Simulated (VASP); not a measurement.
# BaO in VASP: further runs

BaO is run at these levels: r2SCAN; tasks: single point.

All numbers are computed with VASP 6.6.1; they aren't measurements. Logs are shortened: lines on timing, memory, paths and dates and some standing lists are left out, and cuts for length are marked.

## Step 1: The cell of the first run

Symmetry: Fm-3m, No. 225, cubic system. The conventional cell has a = 5.544 Å, b = 5.544 Å, c = 5.544 Å, α = 90.00°, β = 90.00°, γ = 90.00°. Ba (site symmetry m-3m) has 6 O at 2.77 Å within 3.7 Å. Within 3.7 Å of O (site symmetry m-3m) lie 6 Ba at 2.77 Å.

## Step 2: Single point, r2SCAN

The input, POSCAR:

```
BaO
1.0
    0.0000000000      2.7721139118      2.7721139118
    2.7721139118      0.0000000000      2.7721139118
    2.7721139118      2.7721139118      0.0000000000
Ba O
1 1
Direct
    0.0000000000      0.0000000000      0.0000000000
    0.5000000000      0.5000000000      0.5000000000
```

The input, INCAR.step1:

```
PREC = Accurate
ENCUT = 1480
ISMEAR = -1
SIGMA = 0.08
LREAL = F
LASPH = T
NELM = 120
NBANDS = 15
GGA = PE
ALGO = Normal
EDIFF = 1E-5
LWAVE = T
LCHARG = F
GGA_COMPAT = F
```

The input, INCAR.step2:

```
PREC = Accurate
ENCUT = 1480
EDIFF = 1E-6
ISMEAR = -1
SIGMA = 0.08
LREAL = F
LASPH = T
NELM = 120
ALGO = Normal
ISIF = 2
LWAVE = F
LCHARG = T
METAGGA = R2SCAN
LMIXTAU = T
LELF = T
LVHAR = T
NBANDS = 15
ISTART = 1
GGA_COMPAT = F
```

The input, KPOINTS:

```
Automatic mesh
0
Gamma
  10 10 10
```

Potentials or basis: VASP PAW PBE potentials, release 64 (Ba_sv, O_h).

Run with:

```bash
> cat potpaw_PBE.64/Ba_sv/POTCAR potpaw_PBE.64/O_h/POTCAR > POTCAR
> cp INCAR.step1 INCAR
> mpirun -np 1 vasp_std > vasp.out
> cp INCAR.step2 INCAR
> mpirun -np 1 vasp_std > vasp.out
```

OUTCAR:

```text
PREC = Accurate
   ENCUT = 1480
   EDIFF = 1E-6
   ISMEAR = -1
   LREAL = F
   LASPH = T
   NELM = 120
   ISIF = 2
   METAGGA = R2SCAN
   ISTART = 1

 ion  position               nearest neighbor table
   1  0.000  0.000  0.000-   2 2.77   2 2.77   2 2.77   2 2.77   2 2.77   2 2.77
   2  0.500  0.500  0.500-   1 2.77   1 2.77   1 2.77   1 2.77   1 2.77   1 2.77

  LATTYP: Found a face centered cubic cell.
 ALAT       =     5.5442278236

  Lattice vectors:

 A1 = (   0.0000000000,   2.7721139118,   2.7721139118)
 A2 = (   2.7721139118,   0.0000000000,   2.7721139118)
 A3 = (   2.7721139118,   2.7721139118,   0.0000000000)

Analysis of symmetry for initial positions (statically):
=====================================================================
 Subroutine PRICEL returns:
 Original cell was already a primitive cell.

 Routine SETGRP: Setting up the symmetry group for a
 face centered cubic supercell.

 Subroutine GETGRP returns: Found 48 space group operations
 (whereof 48 operations were pure point group operations)
 out of a pool of 48 trial point group operations.

The static configuration has the point symmetry O_h .

Analysis of symmetry for dynamics (positions and initial velocities):
=====================================================================
 Subroutine PRICEL returns:
 Original cell was already a primitive cell.

 Routine SETGRP: Setting up the symmetry group for a
 face centered cubic supercell.

 Subroutine GETGRP returns: Found 48 space group operations
 (whereof 48 operations were pure point group operations)
 out of a pool of 48 trial point group operations.

The dynamic configuration has the point symmetry O_h .

 Subroutine INISYM returns: Found 48 space group operations
 (whereof 48 operations are pure point group operations),
 and found     1 'primitive' translations

----------------------------------------------------------------------------------------

                                     Primitive cell

  volume of cell :      42.6053

  direct lattice vectors                    reciprocal lattice vectors
     0.000000000  2.772113912  2.772113912    -0.180367768  0.180367768  0.180367768
     2.772113912  0.000000000  2.772113912     0.180367768 -0.180367768  0.180367768
     2.772113912  2.772113912  0.000000000     0.180367768  0.180367768 -0.180367768

  length of vectors
     3.920361091  3.920361091  3.920361091     0.312406139  0.312406139  0.312406139

  position of ions in fractional coordinates (direct lattice)
     0.000000000  0.000000000  0.000000000
     0.500000000  0.500000000  0.500000000

  ion indices of the primitive-cell ions
   primitive index   ion index
                 1           1
                 2           2

----------------------------------------------------------------------------------------

 KPOINTS: Automatic mesh

Automatic generation of k-mesh.
 Grid dimensions read from file:
 generate k-points for:   10   10   10

 Generating k-lattice:

  Cartesian coordinates                     Fractional coordinates (reciprocal lattice)
    -0.018036777  0.018036777  0.018036777     0.100000000  0.000000000  0.000000000
     0.018036777 -0.018036777  0.018036777     0.000000000  0.100000000  0.000000000
     0.018036777  0.018036777 -0.018036777     0.000000000  0.000000000  0.100000000

  Length of vectors
     0.031240614  0.031240614  0.031240614

  Shift w.r.t. Gamma in fractional coordinates (k-lattice)
     0.000000000  0.000000000  0.000000000

 Subroutine IBZKPT returns following result:
 ===========================================

 Found     47 irreducible k-points:

 Following reciprocal coordinates:
            Coordinates               Weight
  0.000000  0.000000  0.000000      1.000000
  0.100000  0.000000  0.000000      8.000000
  0.200000  0.000000  0.000000      8.000000
  0.300000  0.000000  0.000000      8.000000
  0.400000  0.000000  0.000000      8.000000
  0.500000  0.000000  0.000000      4.000000
[... 16 lines left out ...]
  0.300000  0.300000  0.000000      6.000000
  0.400000  0.300000  0.000000     24.000000
 [... further k-points ...]
   k-points           NKPTS =     47   k-points in BZ     NKDIM =     47   number of bands    NBANDS=     15
   number of dos      NEDOS =    301   number of ions     NIONS =      2
   total plane-waves  NPLWV = 125000
   dimension x,y,z NGX =    50 NGY =   50 NGZ =   50
   dimension x,y,z NGXF=   100 NGYF=  100 NGZF=  100
   ions per type =               1   1
   NGX,Y,Z   is equivalent  to a cutoff of  21.20, 21.20, 21.20 a.u.
   NGXF,Y,Z  is equivalent  to a cutoff of  42.41, 42.41, 42.41 a.u.
 SYSTEM =  unknown system
   PREC   = accura    normal or accurate (medium, high low for compatibility)
   ISTART =      1    job   : 0-new  1-cont  2-samecut
   ICHARG =      0    charge: 1-file 2-atom 10-const
   ISPIN  =      1    spin polarized calculation?
   LNONCOLLINEAR =      F non collinear calculations
   LSORBIT =      F    spin-orbit coupling
   LASPH  =      T    aspherical Exc in radial PAW
   ENCUT  = 1480.0 eV 108.78 Ry   10.43 a.u.  12.30 12.30 12.30*2*pi/ulx,y,z
   NELM   =    120;   NELMIN=  2; NELMDL=  0     # of ELM steps
   EDIFF  = 0.1E-05   stopping-criterion for ELM
   LREAL  =      F    real-space projection
   EDIFFG = 0.1E-04   stopping-criterion for IOM
   NSW    =      0    number of steps for IOM
   IBRION =     -1    ionic relax: 0-MD 1-quasi-New 2-CG
   NFREE  =      0    steps in history (QN), initial steepest desc. (CG)
   ISIF   =      2    stress and relaxation
   ISYM   =      2    0-nonsym 1-usesym 2-fastsym
   POTIM  = 0.5000    time-step for ionic-motion
   TEBEG  =    0.0;   TEEND  =   0.0 temperature during run
   PSTRESS=    0.0 pullay stress
   NELECT =      16.0000    total number of electrons
   NUPDOWN=      -1.0000    fix difference up-down
   EMIN   =  10.00;   EMAX   =-10.00  energy-range for DOS
   EFERMI =   0.00;   METHOD = LEGACY
   ISMEAR =    -1;   SIGMA  =   0.08  broadening in eV -4-tet -1-fermi 0-gaus
   EFERMI_NEDOS =   21; number of points for ismear=-14 and -15
   IALGO  =     38    algorithm
   IMIX   =      4    mixing-type and parameters
     AMIX     =   0.40;   BMIX     =  1.00
     AMIX_MAG =   1.60;   BMIX_MAG =  1.00
  volume/ion in A,a.u.               =      21.30       143.76
  Fermi-wavevector in a.u.,A,eV,Ry     =   1.181119  2.231992 18.980709  1.395043
  Thomas-Fermi vector in A             =   2.317399
   LORBIT       =      0    0 simple, 1 ext, 2 COOP (PROOUT), +10 PAW based schemes
   METAGGA = R2SCAN    functional components
   LHFCALC =     F    Hartree Fock is set to
   AEXX    =    0.0000 exact exchange contribution
   IVDW    =     0    specifies the selected vdW correction
   LEPSILON=     F    determine dielectric tensor
   LRPA    =     F    only Hartree local field effects (RPA)
 non-spin polarized calculation
  energy-cutoff  :     1480.00
  volume of cell :       42.61
 maximum number of plane-waves:      5577
 NGX is ok and might be reduce to    50
   NGX = 25   NGY = 25   NGZ = 25

 number of electron      16.0000000 magnetization

 Free energy of the ion-electron system (eV)
  ---------------------------------------------------
  ext. energy  EPLUGINS =         0.00000000
  ---------------------------------------------------
  free energy    TOTEN  =       -37.83379885 eV

  energy without entropy =      -37.83379882  energy(sigma->0) =      -37.83379883

 E-fermi :   3.0519     XC(G=0): -10.1535

 val. band max:        1.8102193440   @ k =   0.5000   0.5000   0.0000
 cond. band min:       4.1302856122   @ k =   0.5000   0.5000   0.0000
 fundamental gap:      2.3200662682
 Fermi energy:         3.0519180378

 k-point     1 :       0.0000    0.0000    0.0000
  band No.  band energies     occupation
      1     -24.8653      2.00000
      2     -14.1643      2.00000
      3      -8.9512      2.00000
      4      -8.9512      2.00000
      5      -8.9512      2.00000
      6       1.4456      2.00000
      7       1.4456      2.00000
      8       1.4456      2.00000
      9       5.9265      0.00000
     10       6.9373      0.00000
     11       6.9373      0.00000
     12       6.9373      0.00000
     13       9.3738      0.00000
     14       9.3738      0.00000
     15      12.1875      0.00000

 k-point     2 :       0.1000    0.0000    0.0000
  band No.  band energies     occupation
      1     -24.8409      2.00000
      2     -14.2289      2.00000
      3      -8.9800      2.00000
      4      -8.9627      2.00000
      5      -8.9627      2.00000
      6       1.2355      2.00000
      7       1.3166      2.00000
      8       1.3167      2.00000
      9       6.3419      0.00000
     10       6.8311      0.00000
     11       7.1275      0.00000
     12       7.1275      0.00000
     13       9.6362      0.00000
     14       9.6362      0.00000
     15      12.8412      0.00000

 k-point     3 :       0.2000    0.0000    0.0000
  band No.  band energies     occupation
      1     -24.7760      2.00000
      2     -14.3988      2.00000
      3      -9.0517      2.00000
      4      -8.9921      2.00000
      5      -8.9921      2.00000
      6       0.7740      2.00000
      7       1.0062      2.00000
      8       1.0062      2.00000
      9       6.6442      0.00000
     10       7.4872      0.00000
     11       7.6644      0.00000
     12       7.6644      0.00000
     13      10.3303      0.00000
     14      10.3303      0.00000
     15      14.4276      0.00000
[... 343 lines left out ...]
 k-point    23 :       0.3000    0.3000    0.0000
  band No.  band energies     occupation
      1     -24.6446      2.00000
      2     -14.4571      2.00000
      3      -9.5194      2.00000
      4      -9.3379      2.00000
      5      -9.3379      2.00000
      6       0.6679      2.00000
      7       1.4961      2.00000
      8       1.4961      2.00000
      9       4.8042      0.00000
     10       7.9970      0.00000
     11       9.9783      0.00000
     12       9.9783      0.00000
     13      10.5065      0.00000
     14      11.4309      0.00000
     15      17.6487      0.00000

 k-point    24 :       0.4000    0.3000    0.0000
  band No.  band energies     occupation
      1     -24.5936      2.00000
      2     -14.4792      2.00000
      3      -9.8110      2.00000
      4      -9.4033      2.00000
      5      -9.3927      2.00000
      6       0.9811      2.00000
      7       1.3788      2.00000
      8       1.4275      2.00000
      9       4.7620      0.00000
     10       8.4757      0.00000
     11      10.1901      0.00000
     12      10.5028      0.00000
     13      11.2201      0.00000
     14      12.0648      0.00000
     15      17.1181      0.00000

 [... further k-points ...]

------------------------ aborting loop because EDIFF is reached ----------------------------------------

  FORCE on cell =-STRESS in cart. coord.  units (eV):
  Direction    XX          YY          ZZ          XY          YZ          ZX
  --------------------------------------------------------------------------------------
  -------------------------------------------------------------------------------------
  Total        0.4608354      0.4608354      0.4608354     -0.0000000     -0.0000000      0.0000000
  in kB       17.3297859     17.3297859     17.3297859     -0.0000000     -0.0000000      0.0000000
  external PRESSURE =      17.3297859 kB  Pullay stress =       0.0000000 kB

 VOLUME and BASIS-vectors are now :
 -----------------------------------------------------------------------------
  energy-cutoff  :     1480.00
  volume of cell :       42.61
      direct lattice vectors                 reciprocal lattice vectors
     0.000000000  2.772113912  2.772113912    -0.180367768  0.180367768  0.180367768
     2.772113912  0.000000000  2.772113912     0.180367768 -0.180367768  0.180367768
     2.772113912  2.772113912  0.000000000     0.180367768  0.180367768 -0.180367768

 POSITION                                       TOTAL-FORCE (eV/Angst)
 -----------------------------------------------------------------------------------
      0.00000      0.00000      0.00000         0.000000     -0.000000      0.000000
      2.77211      2.77211      2.77211         0.000000      0.000000     -0.000000
 -----------------------------------------------------------------------------------
    total drift:                                0.000000     -0.000000      0.000000

  FREE ENERGIE OF THE ION-ELECTRON SYSTEM (eV)
  ---------------------------------------------------
  free  energy   TOTEN  =       -37.8337988506 eV

  energy  without entropy=      -37.8337988181  energy(sigma->0) =      -37.83379883
```

Run time: 8.4 min. Hardware: 1 thread of Intel Xeon Platinum 8259CL at 2.50GHz (Skylake/Cascade Lake), shared host; peak memory 0.51 GiB.

What came out:

| Item | Value |
| --- | --- |
| Free energy | -37.8338 eV |
| Pressure | 1.7 GPa |
| Band gap on the k mesh | 2.32 eV |

Caveat: the PAW data sets were made with another functional, which shifts forces and pressure a little; spin-orbit coupling is left out, which moves the levels of the heavy elements. A k mesh can miss the band edges.

## Step 3: Single point, r2SCAN (z stretched by -0.5 %, x and y held)

The input, POSCAR:

```
BaO
1.0
    0.0000000000      2.7721139118      2.7582533422
    2.7721139118      0.0000000000      2.7582533422
    2.7721139118      2.7721139118      0.0000000000
Ba O
1 1
Direct
    0.0000000000      0.0000000000      0.0000000000
    0.5000000000      0.5000000000      0.5000000000
```

The input, INCAR.step1:

```
SYSTEM = BaO
  ALGO = Normal
  EDIFF = 1E-5
  ENCUT = 1480
  GGA = PE
  GGA_COMPAT = .False.
  ISMEAR = 0
  LASPH = .True.
  LCHARG = .False.
  LREAL = .False.
  LWAVE = .True.
  NBANDS = 15
  NELM = 120
  PREC = Accurate
  SIGMA = 0.01
```

The input, INCAR.step2:

```
SYSTEM = BaO
  ALGO = Normal
  EDIFF = 1E-6
  ENCUT = 1480
  GGA_COMPAT = .False.
  ISIF = 2
  ISMEAR = 0
  ISTART = 1
  LASPH = .True.
  LCHARG = .False.
  LMIXTAU = .True.
  LREAL = .False.
  LWAVE = .False.
  METAGGA = R2SCAN
  NBANDS = 15
  NELM = 120
  PREC = Accurate
  SIGMA = 0.01
```

The input, KPOINTS:

```
k-points
0
Gamma
  8 8 8
  0 0 0
```

Potentials or basis: VASP PAW PBE potentials, release 64 (Ba_sv, O_h).

Run with:

```bash
> cat potpaw_PBE.64/Ba_sv/POTCAR potpaw_PBE.64/O_h/POTCAR > POTCAR
> cp INCAR.step1 INCAR
> mpirun -np 1 vasp_std > vasp.out
> cp INCAR.step2 INCAR
> mpirun -np 1 vasp_std > vasp.out
```

Wall time 10 min (1 thread of Intel Xeon Platinum 8259CL at 2.50GHz (Skylake/Cascade Lake), shared host); peak memory 0.53 GiB.

It converged, with:

```yaml
Free_energy: -37.8310 eV
Pressure: 2.0 GPa
Band_gap_on_the_k_mesh: 2.27 eV
```

Stress tensor (GPa, compression positive):
```
1.85 0.00 0.00
0.00 1.85 0.00
0.00 0.00 2.40
```

Levels at points of the mesh, in eV from the valence-band top:
```
           k point  band 6  band 7  band 8  band 9  band 10  band 11
(0.00, 0.00, 0.00)   -0.41   -0.41   -0.38    4.12     5.09     5.09
(0.50, 0.00, 0.00)   -2.00   -1.53   -1.53    5.30     7.64     7.65
(0.50, 0.50, 0.00)   -0.20   -0.20    0.00    2.27     6.57     9.54
(0.50, 0.00, 0.50)   -0.21   -0.18   -0.03    2.29     6.56     9.55
```

Caveat: the cell differs from its parent crystal (z stretched by -0.5 %, x and y held); the PAW data sets were made with another functional, which shifts forces and pressure a little; spin-orbit coupling is left out, which moves the levels of the heavy elements. A k mesh can miss the band edges.
